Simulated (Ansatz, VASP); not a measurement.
Be in VASP and in Ansatz

```
Be
1.0
     0.00000    2.44913    2.44913
     2.44913    0.00000    2.44913
     2.44913    2.44913    0.00000
Be
2
Direct
  0.87500 0.87500 0.87500
  0.12500 0.12500 0.12500
```

Alike in both runs: functional PBE; k mesh 15 × 15 × 15; occupations fermi-dirac, width 0.1 eV; no spin polarisation.

Ansatz relaxed the structure, and its values are those at the end. VASP's run is a single point on that final structure, the one shown.

|  | VASP | Ansatz |
| --- | --- | --- |
| version | VASP 6.6.1 | Ansatz 0.2.0 |
| potentials or method | VASP PAW PBE potentials, release 64 (Be) | PAW with Ansatz's default frozen-core files, scalar-relativistic |
| plane-wave cutoff (eV) | 520 | 420 |
| valence electrons in the cell | 4 | 4 |

```tsv
	VASP	Ansatz	Ansatz less VASP
pressure (GPa)	0.0	0.0	-0.03
```
